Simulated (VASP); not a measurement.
# TlCl (Pm-3m) in VASP: notebook

The runs below take TlCl through electric field gradients, with PBE.

Everything below comes from runs of VASP 6.6.1. Logs are shortened: lines on timing, memory, paths and dates and some standing lists are left out, and cuts for length are marked.

**1. The cell of the first run**

Symmetry: Pm-3m, No. 221, cubic system. The conventional cell has a = 3.834 Å, b = 3.834 Å, c = 3.834 Å, α = 90.00°, β = 90.00°, γ = 90.00°. Within 4.4 Å of Tl (site symmetry m-3m) lie 8 Cl at 3.32 Å and 6 Tl at 3.83 Å. Cl (site symmetry m-3m) has 8 Tl at 3.32 Å and 6 Cl at 3.83 Å within 4.4 Å.

**2. Electric field gradients, PBE**

Input file INCAR:

```
  PREC = Accurate
  ENCUT = 400
  EDIFF = 1E-8
  ISMEAR = 0
  SIGMA = 0.01
  LREAL = F
  LASPH = T
  NELM = 120
  ALGO = Normal
  ISIF = 2
  LWAVE = F
  LCHARG = F
  GGA = PE
  LEFG = T
  NBANDS = 94
  GGA_COMPAT = F
```

Input file KPOINTS:

```
regular mesh
0
Gamma
  3 3 3
```

Input file POSCAR:

```
TlCl
1.0
    7.6680000000      0.0000000000      0.0000000000
    0.0000000000      7.6680000000      0.0000000000
    0.0000000000      0.0000000000      7.6680000000
Tl Cl
8 8
Direct
    0.0000000000      0.0000000000      0.0000000000
    0.0000000000      0.0000000000      0.5000000000
    0.0000000000      0.5000000000      0.0000000000
    0.0000000000      0.5000000000      0.5000000000
    0.5000000000      0.0000000000      0.0000000000
    0.5000000000      0.0000000000      0.5000000000
    0.5000000000      0.5000000000      0.0000000000
    0.5000000000      0.5000000000      0.5000000000
    0.2500000000      0.2500000000      0.2500000000
    0.2500000000      0.2500000000      0.7500000000
    0.2500000000      0.7500000000      0.2500000000
    0.2500000000      0.7500000000      0.7500000000
    0.7500000000      0.2500000000      0.2500000000
    0.7500000000      0.2500000000      0.7500000000
    0.7500000000      0.7500000000      0.2500000000
    0.7500000000      0.7500000000      0.7500000000
```

Potentials or basis: VASP PAW PBE potentials, release 64 (Tl_d, Cl).

On the command line:

```
$ cat potpaw_PBE.64/Tl_d/POTCAR potpaw_PBE.64/Cl/POTCAR > POTCAR
$ mpirun -np 1 vasp_std > vasp.out
```

OUTCAR:

```text
PREC = Accurate
   ENCUT = 400
   EDIFF = 1E-8
   ISMEAR = 0
   LREAL = F
   LASPH = T
   NELM = 120
   ISIF = 2
   GGA = PE

 ion  position               nearest neighbor table
   1  0.000  0.000  0.000-   9 3.32  10 3.32  11 3.32  12 3.32  13 3.32  14 3.32  15 3.32  16 3.32
                             5 3.83   2 3.83   3 3.83   2 3.83   3 3.83   5 3.83
   2  0.000  0.000  0.500-   9 3.32  10 3.32  11 3.32  12 3.32  13 3.32  14 3.32  15 3.32  16 3.32
                             6 3.83   1 3.83   4 3.83   1 3.83   4 3.83   6 3.83
   3  0.000  0.500  0.000-   9 3.32  10 3.32  11 3.32  12 3.32  13 3.32  14 3.32  15 3.32  16 3.32
                             7 3.83   1 3.83   4 3.83   4 3.83   1 3.83   7 3.83
   4  0.000  0.500  0.500-   9 3.32  10 3.32  11 3.32  12 3.32  13 3.32  14 3.32  15 3.32  16 3.32
                             8 3.83   2 3.83   3 3.83   3 3.83   2 3.83   8 3.83
   5  0.500  0.000  0.000-   9 3.32  10 3.32  11 3.32  12 3.32  13 3.32  14 3.32  15 3.32  16 3.32
                             7 3.83   1 3.83   6 3.83   6 3.83   7 3.83   1 3.83
   6  0.500  0.000  0.500-   9 3.32  10 3.32  11 3.32  12 3.32  13 3.32  14 3.32  15 3.32  16 3.32
                             8 3.83   2 3.83   5 3.83   5 3.83   8 3.83   2 3.83
   7  0.500  0.500  0.000-   9 3.32  10 3.32  11 3.32  12 3.32  13 3.32  14 3.32  15 3.32  16 3.32
                             8 3.83   3 3.83   5 3.83   8 3.83   5 3.83   3 3.83
   8  0.500  0.500  0.500-   9 3.32  10 3.32  11 3.32  12 3.32  13 3.32  14 3.32  15 3.32  16 3.32
                             7 3.83   4 3.83   6 3.83   7 3.83   6 3.83   4 3.83
   9  0.250  0.250  0.250-   1 3.32   2 3.32   3 3.32   4 3.32   5 3.32   6 3.32   7 3.32   8 3.32
[... 20 lines left out ...]
 A1 = (   7.6680000000,   0.0000000000,   0.0000000000)
 A2 = (   0.0000000000,   7.6680000000,   0.0000000000)
 A3 = (   0.0000000000,   0.0000000000,   7.6680000000)

Analysis of symmetry for initial positions (statically):
=====================================================================
 Subroutine PRICEL returns following result:

  LATTYP: Found a simple cubic cell.
 ALAT       =     3.8340000000

  Lattice vectors:

 A1 = (   3.8340000000,   0.0000000000,   0.0000000000)
 A2 = (   0.0000000000,   3.8340000000,   0.0000000000)
 A3 = (   0.0000000000,   0.0000000000,   3.8340000000)

   8 primitive cells build up your supercell.

 Routine SETGRP: Setting up the symmetry group for a
 simple cubic supercell.

 Subroutine GETGRP returns: Found 48 space group operations
 (whereof 48 operations were pure point group operations)
 out of a pool of 48 trial point group operations.

The static configuration has the point symmetry O_h .

Analysis of symmetry for dynamics (positions and initial velocities):
=====================================================================
 Subroutine PRICEL returns following result:

  LATTYP: Found a simple cubic cell.
 ALAT       =     3.8340000000

  Lattice vectors:

 A1 = (   3.8340000000,   0.0000000000,   0.0000000000)
 A2 = (   0.0000000000,   3.8340000000,   0.0000000000)
 A3 = (   0.0000000000,   0.0000000000,   3.8340000000)

   8 primitive cells build up your supercell.

 Routine SETGRP: Setting up the symmetry group for a
 simple cubic supercell.

 Subroutine GETGRP returns: Found 48 space group operations
 (whereof 48 operations were pure point group operations)
 out of a pool of 48 trial point group operations.

The dynamic configuration has the point symmetry O_h .

 Subroutine INISYM returns: Found 48 space group operations
 (whereof 48 operations are pure point group operations),
 and found     8 'primitive' translations

----------------------------------------------------------------------------------------

                                     Primitive cell

  volume of cell :      56.3581

  direct lattice vectors                    reciprocal lattice vectors
     3.834000000  0.000000000  0.000000000     0.260824204  0.000000000  0.000000000
     0.000000000  3.834000000  0.000000000     0.000000000  0.260824204  0.000000000
     0.000000000  0.000000000  3.834000000     0.000000000  0.000000000  0.260824204

  length of vectors
[... 72 lines left out ...]
   NELECT =     160.0000    total number of electrons
   NUPDOWN=      -1.0000    fix difference up-down
   EMIN   =  10.00;   EMAX   =-10.00  energy-range for DOS
   EFERMI =   0.00;   METHOD = LEGACY
   ISMEAR =     0;   SIGMA  =   0.01  broadening in eV -4-tet -1-fermi 0-gaus
   EFERMI_NEDOS =   21; number of points for ismear=-14 and -15
   IALGO  =     38    algorithm
   IMIX   =      4    mixing-type and parameters
     AMIX     =   0.40;   BMIX     =  1.00
     AMIX_MAG =   1.60;   BMIX_MAG =  1.00
  volume/ion in A,a.u.               =      28.18       190.16
  Fermi-wavevector in a.u.,A,eV,Ry     =   1.159043  2.190273 18.277790  1.343380
  Thomas-Fermi vector in A             =   2.295639
   LORBIT       =      0    0 simple, 1 ext, 2 COOP (PROOUT), +10 PAW based schemes
   GGA     = PE    functional components
   LHFCALC =     F    Hartree Fock is set to
   AEXX    =    0.0000 exact exchange contribution
   IVDW    =     0    specifies the selected vdW correction
   LEPSILON=     F    determine dielectric tensor
   LRPA    =     F    only Hartree local field effects (RPA)
 non-spin polarized calculation
 Gauss-broadening in eV      SIGMA  =   0.01
  energy-cutoff  :      400.00
  volume of cell :      450.86
 maximum number of plane-waves:      8217
 NGX is ok and might be reduce to    50
   NGX = 25   NGY = 25   NGZ = 25

 number of electron     159.9999930 magnetization

 Free energy of the ion-electron system (eV)
  ---------------------------------------------------
  ext. energy  EPLUGINS =         0.00000000
  ---------------------------------------------------
  free energy    TOTEN  =       -48.03529493 eV

  energy without entropy =      -48.03529493  energy(sigma->0) =      -48.03529493

 E-fermi :   2.7878     XC(G=0):  -9.1382

 val. band max:        2.7187630615   @ k =   0.0000   0.0000   0.0000
 cond. band min:       4.7998053853   @ k =   0.0000   0.0000   0.0000
 fundamental gap:      2.0810423237
 Fermi energy:         2.7877958133

 k-point     1 :       0.0000    0.0000    0.0000
  band No.  band energies     occupation
      1     -11.0646      2.00000
      2     -10.8132      2.00000
      3     -10.8132      2.00000
      4     -10.8132      2.00000
      5     -10.7068      2.00000
      6     -10.7068      2.00000
[... 369 lines left out ...]
     91       7.4180      0.00000
     92       7.8182      0.00000
 [bands above 92 left out]

------------------------ aborting loop because EDIFF is reached ----------------------------------------

  FORCE on cell =-STRESS in cart. coord.  units (eV):
  Direction    XX          YY          ZZ          XY          YZ          ZX
  --------------------------------------------------------------------------------------
  -------------------------------------------------------------------------------------
  Total        3.3423352      3.3423352      3.3423352     -0.0000000      0.0000000     -0.0000000
  in kB       11.8772055     11.8772055     11.8772055     -0.0000000      0.0000000     -0.0000000
  external PRESSURE =      11.8772055 kB  Pullay stress =       0.0000000 kB

 VOLUME and BASIS-vectors are now :
 -----------------------------------------------------------------------------
  energy-cutoff  :      400.00
  volume of cell :      450.86
      direct lattice vectors                 reciprocal lattice vectors
     7.668000000  0.000000000  0.000000000     0.130412102  0.000000000  0.000000000
     0.000000000  7.668000000  0.000000000     0.000000000  0.130412102  0.000000000
     0.000000000  0.000000000  7.668000000     0.000000000  0.000000000  0.130412102

 POSITION                                       TOTAL-FORCE (eV/Angst)
 -----------------------------------------------------------------------------------
      0.00000      0.00000      0.00000        -0.000000      0.000000      0.000000
      0.00000      0.00000      3.83400        -0.000000     -0.000000      0.000000
      0.00000      3.83400      0.00000         0.000000     -0.000000     -0.000000
      0.00000      3.83400      3.83400         0.000000     -0.000000     -0.000000
      3.83400      0.00000      0.00000        -0.000000     -0.000000     -0.000000
      3.83400      0.00000      3.83400         0.000000      0.000000      0.000000
[... 8 lines left out ...]
      5.75100      5.75100      1.91700        -0.000000     -0.000000     -0.000000
      5.75100      5.75100      5.75100         0.000000      0.000000      0.000000
 -----------------------------------------------------------------------------------
    total drift:                                0.000000      0.000000     -0.000000

  FREE ENERGIE OF THE ION-ELECTRON SYSTEM (eV)
  ---------------------------------------------------
  free  energy   TOTEN  =       -48.0352949326 eV

  energy  without entropy=      -48.0352949326  energy(sigma->0) =      -48.03529493

 Electric field gradients (V/A^2)
---------------------------------------------------------------------
 ion       V_xx      V_yy      V_zz      V_xy      V_xz      V_yz
---------------------------------------------------------------------
   1       0.000     0.000     0.000    -0.000     0.000     0.000
   2       0.000     0.000     0.000    -0.000    -0.000     0.000
   3       0.000     0.000     0.000     0.000    -0.000     0.000
   4       0.000     0.000     0.000    -0.000     0.000     0.000
   5       0.000     0.000     0.000     0.000    -0.000     0.000
   6       0.000     0.000     0.000     0.000    -0.000     0.000
[... 8 lines left out ...]
  15      -0.000    -0.000     0.000    -0.000     0.000     0.000
  16      -0.000    -0.000     0.000     0.000    -0.000     0.000
---------------------------------------------------------------------

 Electric field gradients after diagonalization (V/A^2)
 (convention: |V_zz| > |V_xx| > |V_yy|)
----------------------------------------------------------------------
 ion       V_xx      V_yy      V_zz     asymmetry (V_yy - V_xx)/ V_zz
----------------------------------------------------------------------
   1       0.000     0.000     0.000      -0.091
   2       0.000     0.000     0.000      -0.073
   3       0.000     0.000     0.000      -0.081
   4       0.000     0.000     0.000      -0.087
   5       0.000     0.000     0.000      -0.058
   6       0.000     0.000     0.000      -0.079
[... 8 lines left out ...]
  15      -0.000    -0.000     0.000       0.018
  16      -0.000    -0.000     0.000       0.022
----------------------------------------------------------------------

           NMR quadrupolar parameters

 Cq : quadrupolar parameter    Cq=e*Q*V_zz/h
 eta: asymmetry parameters     (V_yy - V_xx)/ V_zz
 Q  : nuclear electric quadrupole moment in mb (millibarn)
----------------------------------------------------------------------
 ion       Cq(MHz)       eta       Q (mb)
----------------------------------------------------------------------
   1       0.000      -0.091       1.000
   2       0.000      -0.073       1.000
   3       0.000      -0.081       1.000
   4       0.000      -0.087       1.000
   5       0.000      -0.058       1.000
   6       0.000      -0.079       1.000
[... 8 lines left out ...]
  15       0.000       0.018       1.000
  16       0.000       0.022       1.000
----------------------------------------------------------------------
```

Wall time 1.8 min (1 thread of Intel Xeon 6975P-C (Granite Rapids), shared host); peak memory 0.38 GiB.

What came out:

| Property | Result |
| --- | --- |
| Free energy | -48.0353 eV |
| Pressure | 1.2 GPa |
| Band gap on the k mesh | 2.08 eV |

Levels at points of the mesh, in eV from the valence-band top:
```
           k point  band 77  band 78  band 79  band 80  band 81  band 82  band 83  band 84
(0.00, 0.00, 0.00)    -1.05     0.00     0.00     0.00     2.08     2.08     2.08     2.54
```

Caveat: without QUAD_EFG the Cq values of the log hold for a quadrupole moment of 1 mb, not for the nuclei; spin-orbit coupling is left out, which moves the levels of the heavy elements.

(Part 1 of 2 ends here.)
